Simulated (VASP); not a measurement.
## TaSi2: single point with PBEsol

Crystal: TaSi2.

```
Ta Si
1.0
     4.76099    0.00000    0.00000
    -2.38050    4.12314    0.00000
     0.00000    0.00000    6.55614
Ta Si
3 6
Direct
  0.49588 0.00000 0.00039
  0.50412 0.50412 0.66706
  0.00000 0.49588 0.33373
  0.15928 0.31857 0.02589
  0.84495 0.16352 0.63823
  0.68143 0.84072 0.35923
  0.83648 0.68143 0.97157
  0.15928 0.84072 0.69256
  0.31857 0.15505 0.30490
```

This cell differs from its parent crystal: atoms displaced along a vibrational mode.

| Property | Result |
| --- | --- |
| Program | VASP 6.6.1 |
| Task | single point |
| Functional | PBEsol |
| Potentials or basis | VASP PAW PBE potentials, release 64 (Ta_pv, Si) |
| Cutoff | 520 eV |
| k mesh | 12 × 12 × 6 |
| Occupations | gaussian, width 0.15 eV |
| Spin | no spin polarisation |
| Dipole correction | no |
| Further INCAR settings | ALGO = Normal; EDIFF = 1e-06; NBANDS = 38 |

```
Pressure               : 6.0 GPa
Largest force          : 3.230 eV/Å
Band gap on the k mesh : zero (an odd number of electrons rules out a gap without spin polarisation)
```

Forces in eV/Å, atoms in the order of the input:
```
Ta   1.900 -0.064 -0.289
Ta  -1.005 -1.613 -0.289
Ta  -0.895  1.677 -0.289
Si  -0.242  0.245 -2.936
Si  -0.173  0.023  3.225
Si  -0.092 -0.332 -2.936
Si   0.067 -0.161  3.225
Si   0.333  0.086 -2.936
Si   0.106  0.138  3.225
```

Stress tensor (GPa, compression positive):
```
 2.26  0.00  0.00
 0.00  2.26  0.00
 0.00  0.00 13.61
```

Levels at points of the mesh, in eV from the Fermi level:
| k point | band 26 | band 27 | band 28 | band 29 | band 30 | band 31 |
| --- | --- | --- | --- | --- | --- | --- |
| (0.00, 0.00, 0.00) | -2.48 | -2.35 | -2.35 | -1.54 | 0.44 | 2.96 |
| (0.50, 0.00, 0.00) | -1.30 | -0.81 | -0.31 | -0.10 | 0.68 | 1.33 |
| (0.00, 0.00, 0.50) | -1.85 | -1.84 | -1.84 | 1.15 | 1.15 | 2.05 |
| (0.50, 0.00, 0.50) | -1.79 | -1.75 | -0.66 | -0.38 | 1.56 | 1.88 |

Run time: 4.5 min on 1 thread of Intel(R) Xeon(R) 6975P-C (Granite Rapids) (shared host), peak memory 0.65 GiB.

Caveat: the cell differs from its parent crystal (atoms displaced along a vibrational mode); the cell stands under pressure; the PAW data sets were made with another functional, which shifts forces and pressure a little; spin-orbit coupling is left out, which moves the levels of the heavy elements.
